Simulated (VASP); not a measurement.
# CdS (Greenockite) (P6_3mc) in VASP: further runs

Runs on CdS (Greenockite). Level: r2SCAN. Tasks: single point.

Everything below comes from runs of VASP 6.6.1. Logs are shortened: lines on timing, memory, paths and dates and some standing lists are left out, and cuts for length are marked.

**1. The cell of the first run**

Symmetry: P6_3mc, No. 186, hexagonal system. The conventional cell has a = 3.922 Å, b = 3.922 Å, c = 6.433 Å, α = 90.00°, β = 90.00°, γ = 120.00°. Cd (site symmetry 3m) has 4 S at 2.40 to 2.41 Å within 3.2 Å. S (site symmetry 3m) has 4 Cd at 2.40 to 2.41 Å within 3.2 Å.

**2. Single point, r2SCAN**

Input file POSCAR:

```
CdS
1.0
    3.9221838676      0.0000000000      0.0000000000
   -1.9610919338      3.3967108676      0.0000000000
    0.0000000000      0.0000000000      6.4333658494
Cd S
2 2
Direct
    0.3333333333      0.6666666667      0.0005994205
    0.6666666667      0.3333333333      0.5005994205
    0.3333333333      0.6666666667      0.3744005795
    0.6666666667      0.3333333333      0.8744005795
```

Input file INCAR.step1:

```
SYSTEM = CdS
ALGO = Normal
EDIFF = 1E-4
ENCUT = 520
GGA = PE
ISMEAR = 0
LASPH = .True.
LCHARG = .False.
LREAL = .False.
LWAVE = .True.
NBANDS = 26
NELM = 60
PREC = Accurate
SIGMA = 0.01
```

Input file INCAR.step2:

```
SYSTEM = CdS
ALGO = Normal
EDIFF = 1E-6
ENCUT = 520
ISIF = 2
ISMEAR = 0
ISTART = 1
LASPH = .True.
LCHARG = .True.
LELF = .True.
LMIXTAU = .True.
LREAL = .False.
LVHAR = .True.
LWAVE = .False.
METAGGA = R2SCAN
NBANDS = 26
NELM = 60
PREC = Accurate
SIGMA = 0.01
```

Input file KPOINTS:

```
k-points
0
Gamma
  6 6 4
  0 0 0
```

Potentials or basis: VASP PAW PBE potentials, release 64 (Cd, S).

On the command line:

```sh
$ cat potpaw_PBE.64/Cd/POTCAR potpaw_PBE.64/S/POTCAR > POTCAR
$ cp INCAR.step1 INCAR
$ mpirun -np 1 vasp_std > vasp.out
$ cp INCAR.step2 INCAR
$ mpirun -np 1 vasp_std > vasp.out
```

OUTCAR:

```text
SYSTEM = CdS
   EDIFF = 1E-6
   ENCUT = 520
   ISIF = 2
   ISMEAR = 0
   ISTART = 1
   LASPH = .True.
   LREAL = .False.
   METAGGA = R2SCAN
   NELM = 60
   PREC = Accurate

 ion  position               nearest neighbor table
   1  0.333  0.667  0.001-   3 2.40   4 2.41   4 2.41   4 2.41
   2  0.667  0.333  0.501-   4 2.40   3 2.41   3 2.41   3 2.41
   3  0.333  0.667  0.374-   1 2.40   2 2.41   2 2.41   2 2.41
   4  0.667  0.333  0.874-   2 2.40   1 2.41   1 2.41   1 2.41

  LATTYP: Found a hexagonal cell.
 ALAT       =     3.9221838676
 C/A-ratio  =     1.6402509588

  Lattice vectors:

 A1 = (   3.9221838676,   0.0000000000,   0.0000000000)
 A2 = (  -1.9610919338,   3.3967108676,   0.0000000000)
 A3 = (   0.0000000000,   0.0000000000,   6.4333658494)

Analysis of symmetry for initial positions (statically):
=====================================================================
 Subroutine PRICEL returns:
 Original cell was already a primitive cell.

 Routine SETGRP: Setting up the symmetry group for a
 hexagonal supercell.

 Subroutine GETGRP returns: Found 12 space group operations
 (whereof  6 operations were pure point group operations)
 out of a pool of 24 trial point group operations.

The static configuration has the point symmetry C_3v.
 The point group associated with its full space group is C_6v.

Analysis of symmetry for dynamics (positions and initial velocities):
=====================================================================
 Subroutine PRICEL returns:
 Original cell was already a primitive cell.

 Routine SETGRP: Setting up the symmetry group for a
 hexagonal supercell.

 Subroutine GETGRP returns: Found 12 space group operations
 (whereof  6 operations were pure point group operations)
 out of a pool of 24 trial point group operations.

The dynamic configuration has the point symmetry C_3v.
 The point group associated with its full space group is C_6v.

 Subroutine INISYM returns: Found 12 space group operations
 (whereof  6 operations are pure point group operations),
 and found     1 'primitive' translations

----------------------------------------------------------------------------------------

                                     Primitive cell

  volume of cell :      85.7087

  direct lattice vectors                    reciprocal lattice vectors
     3.922183868  0.000000000  0.000000000     0.254960000  0.147201225  0.000000000
    -1.961091934  3.396710868  0.000000000     0.000000000  0.294402450  0.000000000
     0.000000000  0.000000000  6.433365849     0.000000000  0.000000000  0.155439629

  length of vectors
     3.922183868  3.922183868  6.433365849     0.294402450  0.294402450  0.155439629

  position of ions in fractional coordinates (direct lattice)
     0.333333333  0.666666667  0.000599421
     0.666666667  0.333333333  0.500599421
     0.333333333  0.666666667  0.374400579
     0.666666667  0.333333333  0.874400579

  ion indices of the primitive-cell ions
   primitive index   ion index
                 1           1
                 2           2
                 3           3
                 4           4

----------------------------------------------------------------------------------------

 KPOINTS: k-points

Automatic generation of k-mesh.
 Grid dimensions read from file:
 generate k-points for:    6    6    4

 Generating k-lattice:

  Cartesian coordinates                     Fractional coordinates (reciprocal lattice)
     0.042493333  0.024533537  0.000000000     0.166666667 -0.000000000  0.000000000
     0.000000000  0.049067075  0.000000000     0.000000000  0.166666667  0.000000000
     0.000000000  0.000000000  0.038859907     0.000000000  0.000000000  0.250000000

  Length of vectors
     0.049067075  0.049067075  0.038859907

  Shift w.r.t. Gamma in fractional coordinates (k-lattice)
     0.000000000  0.000000000  0.000000000

 Subroutine IBZKPT returns following result:
 ===========================================

 Found     21 irreducible k-points:

 Following reciprocal coordinates:
            Coordinates               Weight
  0.000000  0.000000  0.000000      1.000000
  0.166667 -0.000000  0.000000      6.000000
  0.333333 -0.000000  0.000000      6.000000
  0.500000  0.000000  0.000000      3.000000
  0.166667  0.166667  0.000000      6.000000
  0.333333  0.166667  0.000000     12.000000
[... 13 lines left out ...]
  0.333333  0.166667  0.500000     12.000000
  0.333333  0.333333  0.500000      2.000000
   k-points           NKPTS =     21   k-points in BZ     NKDIM =     21   number of bands    NBANDS=     26
   number of dos      NEDOS =    301   number of ions     NIONS =      4
   total plane-waves  NPLWV =  43200
   dimension x,y,z NGX =    30 NGY =   30 NGZ =   48
   dimension x,y,z NGXF=    60 NGYF=   60 NGZF=   96
   ions per type =               2   2
   NGX,Y,Z   is equivalent  to a cutoff of  12.72, 12.72, 12.40 a.u.
   NGXF,Y,Z  is equivalent  to a cutoff of  25.43, 25.43, 24.81 a.u.
 SYSTEM =  CdS
   PREC   = accura    normal or accurate (medium, high low for compatibility)
   ISTART =      1    job   : 0-new  1-cont  2-samecut
   ICHARG =      0    charge: 1-file 2-atom 10-const
   ISPIN  =      1    spin polarized calculation?
   LNONCOLLINEAR =      F non collinear calculations
   LSORBIT =      F    spin-orbit coupling
   LASPH  =      T    aspherical Exc in radial PAW
   ENCUT  =  520.0 eV  38.22 Ry    6.18 a.u.   7.29  7.29 11.96*2*pi/ulx,y,z
   NELM   =     60;   NELMIN=  2; NELMDL=  0     # of ELM steps
   EDIFF  = 0.1E-05   stopping-criterion for ELM
   LREAL  =      F    real-space projection
   EDIFFG = 0.1E-04   stopping-criterion for IOM
   NSW    =      0    number of steps for IOM
   IBRION =     -1    ionic relax: 0-MD 1-quasi-New 2-CG
   NFREE  =      0    steps in history (QN), initial steepest desc. (CG)
   ISIF   =      2    stress and relaxation
   ISYM   =      2    0-nonsym 1-usesym 2-fastsym
   POTIM  = 0.5000    time-step for ionic-motion
   TEBEG  =    0.0;   TEEND  =   0.0 temperature during run
   PSTRESS=    0.0 pullay stress
   NELECT =      36.0000    total number of electrons
   NUPDOWN=      -1.0000    fix difference up-down
   EMIN   =  10.00;   EMAX   =-10.00  energy-range for DOS
   EFERMI =   0.00;   METHOD = LEGACY
   ISMEAR =     0;   SIGMA  =   0.01  broadening in eV -4-tet -1-fermi 0-gaus
   EFERMI_NEDOS =   21; number of points for ismear=-14 and -15
   IALGO  =     38    algorithm
   IMIX   =      4    mixing-type and parameters
     AMIX     =   0.40;   BMIX     =  1.00
     AMIX_MAG =   1.60;   BMIX_MAG =  1.00
  volume/ion in A,a.u.               =      21.43       144.60
  Fermi-wavevector in a.u.,A,eV,Ry     =   1.226029  2.316859 20.451558  1.503147
  Thomas-Fermi vector in A             =   2.361045
   LORBIT       =      0    0 simple, 1 ext, 2 COOP (PROOUT), +10 PAW based schemes
   METAGGA = R2SCAN    functional components
   LHFCALC =     F    Hartree Fock is set to
   AEXX    =    0.0000 exact exchange contribution
   IVDW    =     0    specifies the selected vdW correction
   LEPSILON=     F    determine dielectric tensor
   LRPA    =     F    only Hartree local field effects (RPA)
 non-spin polarized calculation
 Gauss-broadening in eV      SIGMA  =   0.01
  energy-cutoff  :      520.00
  volume of cell :       85.71
 maximum number of plane-waves:      2364
 NGX is ok and might be reduce to    30
   NGX = 15   NGY = 15   NGZ = 23

 number of electron      35.9999983 magnetization

 Free energy of the ion-electron system (eV)
  ---------------------------------------------------
  ext. energy  EPLUGINS =         0.00000000
  ---------------------------------------------------
  free energy    TOTEN  =       -58.69611942 eV

  energy without entropy =      -58.69611942  energy(sigma->0) =      -58.69611942

 E-fermi :   2.5537     XC(G=0): -10.4810

 val. band max:        2.4684438220   @ k =   0.0000   0.0000   0.0000
 cond. band min:       4.4766462349   @ k =   0.0000   0.0000   0.0000
 fundamental gap:      2.0082024129
 Fermi energy:         2.5536637890

 k-point     1 :       0.0000    0.0000    0.0000
  band No.  band energies     occupation
      1     -11.4890      2.00000
      2     -10.9030      2.00000
      3      -6.1948      2.00000
      4      -6.1647      2.00000
      5      -6.1647      2.00000
      6      -6.0295      2.00000
[... 18 lines left out ...]
     25      10.6716      0.00000
     26      11.0981      0.00000

 k-point     2 :       0.1667   -0.0000    0.0000
  band No.  band energies     occupation
      1     -11.3586      2.00000
      2     -10.8467      2.00000
      3      -6.1428      2.00000
      4      -6.1090      2.00000
      5      -6.0869      2.00000
      6      -5.9620      2.00000
[... 18 lines left out ...]
     25      10.7199      0.00000
     26      11.3846      0.00000

 k-point     3 :       0.3333   -0.0000    0.0000
  band No.  band energies     occupation
      1     -11.0765      2.00000
      2     -10.7519      2.00000
      3      -6.0618      2.00000
      4      -6.0240      2.00000
      5      -5.8781      2.00000
      6      -5.7757      2.00000
[... 18 lines left out ...]
     25      11.3174      0.00000
     26      12.4841      0.00000

 k-point     4 :       0.5000    0.0000    0.0000
  band No.  band energies     occupation
      1     -10.9110      2.00000
      2     -10.7284      2.00000
      3      -6.0423      2.00000
      4      -5.9981      2.00000
      5      -5.7258      2.00000
      6      -5.6936      2.00000
[... 18 lines left out ...]
     25      11.4170      0.00000
     26      14.1091      0.00000
[... 409 lines left out ...]
      1     -10.9489      2.00000
      2     -10.9489      2.00000
      3      -5.9845      2.00000
      4      -5.9845      2.00000
      5      -5.9372      2.00000
      6      -5.9372      2.00000
[... 18 lines left out ...]
     25      11.0951      0.00000
     26      11.0951      0.00000

 k-point    20 :       0.3333    0.1667    0.5000
  band No.  band energies     occupation
      1     -10.8053      2.00000
      2     -10.8053      2.00000
      3      -5.9515      2.00000
      4      -5.9515      2.00000
      5      -5.8581      2.00000
      6      -5.8581      2.00000
[... 18 lines left out ...]
     25      11.7374      0.00000
     26      11.7374      0.00000

 k-point    21 :       0.3333    0.3333    0.5000
  band No.  band energies     occupation
      1     -10.7594      2.00000
      2     -10.7594      2.00000
      3      -5.8936      2.00000
      4      -5.8936      2.00000
      5      -5.8680      2.00000
      6      -5.8680      2.00000
[... 18 lines left out ...]
     25      12.2955      0.00000
     26      12.2955      0.00000

------------------------ aborting loop because EDIFF is reached ----------------------------------------

  FORCE on cell =-STRESS in cart. coord.  units (eV):
  Direction    XX          YY          ZZ          XY          YZ          ZX
  --------------------------------------------------------------------------------------
  -------------------------------------------------------------------------------------
  Total        8.3580351      8.3580351      8.3758808      0.0000000      0.0000000      0.0000000
  in kB      156.2391958    156.2391958    156.5727903      0.0000000      0.0000000      0.0000000
  external PRESSURE =     156.3503940 kB  Pullay stress =       0.0000000 kB

 VOLUME and BASIS-vectors are now :
 -----------------------------------------------------------------------------
  energy-cutoff  :      520.00
  volume of cell :       85.71
      direct lattice vectors                 reciprocal lattice vectors
     3.922183868  0.000000000  0.000000000     0.254960000  0.147201225  0.000000000
    -1.961091934  3.396710868  0.000000000     0.000000000  0.294402450  0.000000000
     0.000000000  0.000000000  6.433365849     0.000000000  0.000000000  0.155439629

 POSITION                                       TOTAL-FORCE (eV/Angst)
 -----------------------------------------------------------------------------------
     -0.00000      2.26447      0.00386         0.000000     -0.000000      0.002075
      1.96109      1.13224      3.22054        -0.000000      0.000000      0.002075
     -0.00000      2.26447      2.40866         0.000000      0.000000     -0.002075
      1.96109      1.13224      5.62534         0.000000      0.000000     -0.002075
 -----------------------------------------------------------------------------------
    total drift:                               -0.000000     -0.000000      0.001158

  FREE ENERGIE OF THE ION-ELECTRON SYSTEM (eV)
  ---------------------------------------------------
  free  energy   TOTEN  =       -58.6961194230 eV

  energy  without entropy=      -58.6961194230  energy(sigma->0) =      -58.69611942
```

Run time: 2.6 min. Hardware: 1 thread of Intel Xeon Platinum 8259CL at 2.50GHz (Skylake/Cascade Lake), shared host; peak memory 0.22 GiB.

What came out:

- Free energy: -58.6961 eV
- Pressure: 15.6 GPa
- Band gap on the k mesh: 2.01 eV, direct

Forces in eV/Å, atoms in the order of the input:
```
Cd   0.000  0.000  0.002
Cd   0.000  0.000  0.002
S    0.000  0.000 -0.002
S    0.000  0.000 -0.002
```

Caveat: the PAW data sets were made with another functional, which shifts forces and pressure a little.

**3. Single point, r2SCAN**

POSCAR is that of step 2.

Input file INCAR.step1:

```
PREC = Accurate
ENCUT = 520
ISMEAR = 0
SIGMA = 0.01
LREAL = F
LASPH = T
NELM = 60
NBANDS = 26
GGA = PE
ALGO = Normal
EDIFF = 1E-4
LWAVE = T
LCHARG = F
```

Input file INCAR.step2:

```
PREC = Accurate
ENCUT = 520
EDIFF = 1E-7
ISMEAR = 0
SIGMA = 0.01
LREAL = F
LASPH = T
NELM = 60
ALGO = Normal
ISIF = 2
LWAVE = F
LCHARG = F
METAGGA = R2SCAN
LMIXTAU = T
NBANDS = 26
ISTART = 1
```

Input file KPOINTS:

```
regular mesh
0
Gamma
  6 6 4
```

Potentials or basis: VASP PAW PBE potentials, release 64 (Cd, S).

On the command line:

```sh
$ cat potpaw_PBE.64/Cd/POTCAR potpaw_PBE.64/S/POTCAR > POTCAR
$ cp INCAR.step1 INCAR
$ mpirun -np 1 vasp_std > vasp.out
$ cp INCAR.step2 INCAR
$ mpirun -np 1 vasp_std > vasp.out
```

Run time: 2.8 min. Hardware: 1 thread of Intel Xeon Platinum 8259CL at 2.50GHz (Skylake/Cascade Lake), shared host; peak memory 0.22 GiB.

It converged, with:

```
Free energy            : -58.6961 eV
Pressure               : 15.6 GPa
Band gap on the k mesh : 2.01 eV, direct
```

Forces in eV/Å, atoms in the order of the input:
```
Cd   0.000  0.000  0.002
Cd   0.000  0.000  0.002
S    0.000  0.000 -0.002
S    0.000  0.000 -0.002
```

Levels at points of the mesh, in eV from the valence-band top:
| k point | band 15 | band 16 | band 17 | band 18 | band 19 | band 20 | band 21 | band 22 |
| --- | --- | --- | --- | --- | --- | --- | --- | --- |
| (0.00, 0.00, 0.00) | -1.01 | -0.10 | 0.00 | 0.00 | 2.01 | 3.49 | 6.93 | 6.93 |
| (0.50, 0.00, 0.00) | -3.48 | -2.51 | -1.78 | -1.01 | 4.20 | 4.45 | 5.26 | 7.40 |
| (0.00, 0.00, 0.50) | -0.53 | -0.53 | -0.53 | -0.53 | 3.64 | 3.64 | 6.77 | 6.77 |
| (0.50, 0.00, 0.50) | -1.81 | -1.81 | -1.80 | -1.80 | 3.84 | 3.84 | 5.82 | 5.82 |

Caveat: the PAW data sets were made with another functional, which shifts forces and pressure a little. r2SCAN opens gaps a little over a GGA but as a rule still falls short of measured ones.

**4. Single point, r2SCAN**

This run uses another cell than the first one, of 22.41 Å³/atom, 1.046 times its volume.

Input file POSCAR:

```
CdS
1.0
    3.9895066379      0.0000000000      0.0000000000
   -1.9947533190      3.4550140970      0.0000000000
    0.0000000000      0.0000000000      6.5040544149
Cd S
2 2
Direct
    0.3333333333      0.6666666667     -0.0003870472
    0.6666666667      0.3333333333      0.4996129528
    0.3333333333      0.6666666667      0.3753870472
    0.6666666667      0.3333333333      0.8753870472
```

Input file INCAR.step1:

```
PREC = Accurate ; ENCUT = 520
ISMEAR = 0 ; SIGMA = 0.01
LREAL = F ; LASPH = T
NELM = 80 ; NBANDS = 26
GGA = PE ; ALGO = Normal
EDIFF = 1E-4 ; LWAVE = T
LCHARG = F
```

Input file INCAR.step2:

```
PREC = Accurate ; ENCUT = 520
EDIFF = 1E-6 ; ISMEAR = 0
SIGMA = 0.01 ; LREAL = F
LASPH = T ; NELM = 80
ALGO = Normal ; ISIF = 2
LWAVE = F ; LCHARG = F
METAGGA = R2SCAN ; LMIXTAU = T
NBANDS = 26 ; ISTART = 1
```

KPOINTS is that of step 3.

On the command line:

```sh
$ cat potpaw_PBE.64/Cd/POTCAR potpaw_PBE.64/S/POTCAR > POTCAR
$ cp INCAR.step1 INCAR
$ mpirun -np 1 vasp_std > vasp.out
$ cp INCAR.step2 INCAR
$ mpirun -np 1 vasp_std > vasp.out
```

Run time: 2.5 min. Hardware: 1 thread of Intel Xeon Platinum 8259CL at 2.50GHz (Skylake/Cascade Lake), shared host; peak memory 0.22 GiB.

The run converged. Its results:

```
Free energy            : -59.0161 eV
Pressure               : 10.5 GPa
Largest force          : 0.003 eV/Å
Band gap on the k mesh : 1.92 eV, direct
```

Forces on the atoms (eV/Å):
```
Cd   0.000  0.000  0.003
Cd   0.000  0.000  0.003
S    0.000  0.000 -0.003
S    0.000  0.000 -0.003
```

Levels at points of the mesh, in eV from the valence-band top:
| k point | band 16 | band 17 | band 18 | band 19 | band 20 | band 21 |
| --- | --- | --- | --- | --- | --- | --- |
| (0.00, 0.00, 0.00) | -0.07 | 0.00 | 0.00 | 1.92 | 3.40 | 6.95 |
| (0.50, 0.00, 0.00) | -2.33 | -1.62 | -0.94 | 4.22 | 4.40 | 5.33 |
| (0.00, 0.00, 0.50) | -0.49 | -0.49 | -0.49 | 3.54 | 3.54 | 6.75 |
| (0.50, 0.00, 0.50) | -1.67 | -1.64 | -1.64 | 3.88 | 3.88 | 5.83 |

Caveat: the PAW data sets were made with another functional, which shifts forces and pressure a little. r2SCAN opens gaps a little over a GGA but as a rule still falls short of measured ones.

**5. Single point, r2SCAN**

This run uses another cell than the first one, of 22.41 Å³/atom, 1.046 times its volume.

POSCAR is that of step 4.

Input file INCAR.step1:

```
SYSTEM = CdS
PREC = Accurate ; ENCUT = 520
ISMEAR = 0 ; SIGMA = 0.01
LREAL = .False. ; LASPH = .True.
NELM = 60 ; NBANDS = 26
GGA = PE ; ALGO = Normal
EDIFF = 1E-4 ; LWAVE = .True.
LCHARG = .False.
```

Input file INCAR.step2:

```
SYSTEM = CdS
PREC = Accurate ; ENCUT = 520
EDIFF = 1E-6 ; ISMEAR = 0
SIGMA = 0.01 ; LREAL = .False.
LASPH = .True. ; NELM = 60
ALGO = Normal ; ISIF = 2
LWAVE = .False. ; LCHARG = .False.
METAGGA = R2SCAN ; LMIXTAU = .True.
NBANDS = 26 ; ISTART = 1
```

Input file KPOINTS:

```
regular mesh
0
Gamma
  6 6 4
  0 0 0
```

On the command line:

```sh
$ cat potpaw_PBE.64/Cd/POTCAR potpaw_PBE.64/S/POTCAR > POTCAR
$ cp INCAR.step1 INCAR
$ mpirun -np 1 vasp_std > vasp.out
$ cp INCAR.step2 INCAR
$ mpirun -np 1 vasp_std > vasp.out
```

Wall time 2.5 min (1 thread of Intel Xeon Platinum 8259CL at 2.50GHz (Skylake/Cascade Lake), shared host); peak memory 0.22 GiB.

The run converged. Its results:

```
Free energy            : -59.0161 eV
Pressure               : 10.5 GPa
Largest force          : 0.003 eV/Å
Band gap on the k mesh : 1.92 eV, direct
```

Forces in eV/Å, atoms in the order of the input:
```
Cd   0.000  0.000  0.003
Cd   0.000  0.000  0.003
S    0.000  0.000 -0.003
S    0.000  0.000 -0.003
```

Levels at points of the mesh, in eV from the valence-band top:
```
           k point  band 15  band 16  band 17  band 18  band 19  band 20  band 21  band 22
(0.00, 0.00, 0.00)    -0.94    -0.07     0.00     0.00     1.92     3.40     6.95     6.95
(0.50, 0.00, 0.00)    -3.22    -2.33    -1.62    -0.94     4.22     4.40     5.33     7.29
(0.00, 0.00, 0.50)    -0.49    -0.49    -0.49    -0.49     3.54     3.54     6.75     6.75
(0.50, 0.00, 0.50)    -1.67    -1.67    -1.64    -1.64     3.88     3.88     5.83     5.83
```

Caveat: the PAW data sets were made with another functional, which shifts forces and pressure a little. r2SCAN opens gaps a little over a GGA but as a rule still falls short of measured ones.
